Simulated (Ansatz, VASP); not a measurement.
# TaN in VASP and in Ansatz

INCAR

```
SYSTEM = TaN
ALGO     = Normal         ! electronic algorithm
EDIFF    = 1E-6           ! SCF threshold, eV
ENCUT    = 520            ! plane-wave cutoff, eV
GGA      = PS             ! functional
ISIF     = 2              ! what is computed and relaxed
ISMEAR   = -1             ! smearing method
LASPH    = .TRUE.         ! aspherical terms in the spheres
LCHARG   = .FALSE.        ! write CHGCAR
LREAL    = .FALSE.        ! projectors in reciprocal space
LWAVE    = .FALSE.        ! write WAVECAR
NBANDS   = 33             ! bands
NELM     = 80             ! most SCF steps
PREC     = Accurate       ! precision mode
SIGMA    = 0.01           ! smearing width, eV
```

The input KPOINTS:

```
k-points
0
G
  6 6 9
  0 0 0
```

POSCAR

```
TaN
1.0
    5.1960008669      0.0000000000      0.0000000000
   -2.5980004334      4.4998687488      0.0000000000
    0.0000000000      0.0000000000      2.9110000000
Ta N
3 3
Direct
    0.3333333333      0.6666666667      0.5000000000
    0.6666666667      0.3333333333      0.5000000000
    0.0000000000      0.0000000000      0.0000000000
    0.3928500000      0.0000000000      0.0000000000
    0.6071500000      0.6071500000      0.0000000000
    0.0000000000      0.3928500000      0.0000000000
```

Input for Ansatz:

```yaml
crystal:
  lattice:
    - [5.1960008669, 0.0, 0.0]
    - [-2.5980004334, 4.4998687488, 0.0]
    - [0.0, 0.0, 2.911]
  atoms:
    - { symbol: Ta, position: [0.3333333333, 0.6666666667, 0.5] }
    - { symbol: Ta, position: [0.6666666667, 0.3333333333, 0.5] }
    - { symbol: Ta, position: [0.0, 0.0, 0.0] }
    - { symbol: "N", position: [0.39285, 0.0, 0.0] }
    - { symbol: "N", position: [0.60715, 0.60715, 0.0] }
    - { symbol: "N", position: [0.0, 0.39285, 0.0] }
kpoints:
  mp_grid: { grid: [6, 6, 9] }
  band_path:
    path:
      - [0.0, 0.0, 0.0]
      - [0.5, 0.0, 0.0]
      - [0.3333333333, 0.3333333333, 0.0]
      - [0.0, 0.0, 0.0]
      - [0.0, 0.0, 0.5]
      - [0.5, 0.0, 0.5]
      - [0.3333333333, 0.3333333333, 0.5]
      - [0.0, 0.0, 0.5]
      - [0.5, 0.0, 0.5]
    npoints: 14
scf:
  occupations: { method: fermi_dirac, width: 0.01 }
hamiltonian:
  xc: pbesol
  pseudopotentials: { kind: all_electron, lapw: { basis_error: 0.001 } }
output:
  forces: true
  stress: true
  eigenvalues: true
  populations: true
  dos: { projected: true, de: 0.2, e_range: [-14, 8] }
```

Alike in both runs: task single point; functional PBEsol; k mesh 6 × 6 × 9; occupations fermi-dirac, width 0.01 eV; no spin polarisation.

|  | VASP | Ansatz |
| --- | --- | --- |
| version | VASP 6.6.1 | Ansatz 0.2.0 |
| potentials or method | VASP PAW PBE potentials, release 64 (Ta_pv, N), cutoff 520 eV | all-electron LAPW, scalar-relativistic |

Ansatz gave:

| Quantity | Value |
| --- | --- |
| pressure (GPa) | -3.8 |
| traceless stress, the component that is largest in VASP (GPa) | -0.85 |
| rms of the force components (eV/Å) | 0.004 |

Problem. Which values does VASP return?

Solution. Pressure (GPa): -3.0; traceless stress, the component that is largest in VASP (GPa): -1.07; rms of the force components (eV/Å): 0.012.

VASP's potentials were made for PBE, not for PBEsol. Atom by atom the forces differ by 0.008 eV/Å (rms over components). Ansatz ran all-electron here, and VASP with PAW potentials.

Neither program's run includes spin-orbit coupling.
